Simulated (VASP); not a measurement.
## In3Sb: relaxation of cell and atoms with LDA

Crystal: In3Sb.

```
Sb In
1.0
     0.00000    3.84000    3.84000
     3.84000    0.00000    3.84000
     3.84000    3.84000    0.00000
Sb In
1 3
Direct
  0.00000 0.00000 0.00000
  0.50000 0.50000 0.50000
  0.25000 0.25000 0.25000
  0.75000 0.75000 0.75000
```

```yaml
Program: VASP 6.6.1
Task: relaxation of cell and atoms
Functional: LDA
Potentials_or_basis: VASP PAW LDA potentials, release 64 (Sb, In_d)
Cutoff: 500 eV
k_mesh: 4 × 4 × 4
Occupations: gaussian, width 0.02 eV
Spin: no spin polarisation
Target_pressure: 40 GPa
Dipole_correction: no
Further_INCAR_settings: ALGO = Normal; EDIFF = 1e-07; IBRION = 2; EDIFFG = -0.03; NSW = 80; ISIF = 3
```

```json
{"Relaxed volume": "18.37 Å³/atom", "Relaxed cell": "a = 4.702 Å, b = 4.702 Å, c = 4.702 Å, α = 60.00°, β = 60.00°, γ = 60.00°", "Space group after relaxing (to 0.1 Å)": "Fm-3m (No. 225)", "Energy change on relaxing (the run minimises the enthalpy)": "+618.9 meV/atom", "Ionic steps": "10", "Pressure after relaxing": "40.0 GPa", "Band gap on the k mesh": "zero (bands 22 and 23 overlap by 5.79 eV)"}
```

Step by step:
```tsv
step	energy change (eV)	largest force (eV/Å)	pressure (GPa)	volume (Å³)
1	0.0000	0.0000	-2.56	113.25
2	96.7216	0.0000	1400.61	29.30
3	-0.0842	0.0000	1.04	100.46
4	0.1294	0.0000	7.40	91.66
5	4.0458	0.0000	58.53	68.34
6	2.1654	0.0000	36.22	74.80
7	2.4521	0.0000	39.71	73.59
8	2.6250	0.0000	41.79	72.91
9	2.1644	0.0000	36.19	74.81
10	2.4754	0.0000	39.99	73.50
```

Final structure:
```yaml
crystal:
  lattice:
    - [0.00000, 3.32468, 3.32468]
    - [3.32468, 0.00000, 3.32468]
    - [3.32468, 3.32468, 0.00000]
  atoms:
    - { symbol: Sb, position: [0.00000, 0.00000, 0.00000] }
    - { symbol: In, position: [0.50000, 0.50000, 0.50000] }
    - { symbol: In, position: [0.25000, 0.25000, 0.25000] }
    - { symbol: In, position: [0.75000, 0.75000, 0.75000] }
```

Levels at points of the mesh, in eV from the Fermi level:
```tsv
k point	band 18	band 19	band 20	band 21	band 22	band 23	band 24	band 25	band 26
(0.00, 0.00, 0.00)	-2.28	-2.28	-2.28	-1.63	-0.87	-0.87	-0.87	0.60	0.60
(0.50, 0.00, 0.00)	-4.35	-3.22	-3.22	-2.13	-1.93	-1.93	3.15	4.01	4.98
(0.50, 0.50, 0.00)	-5.95	-5.95	-5.77	-4.41	3.86	3.86	4.14	5.12	5.12
```

It took 5.4 min on 1 thread of Intel(R) Xeon(R) Platinum 8259CL CPU @ 2.50GHz (Skylake/Cascade Lake), with other jobs on the host, peak memory 0.22 GiB.

Caveat: the cell is relaxed towards a set pressure, so the run minimises the enthalpy, not the energy; the volume moved by over 15 % at a fixed basis, so the end points are rough; spin-orbit coupling is left out, which moves the levels of the heavy elements.
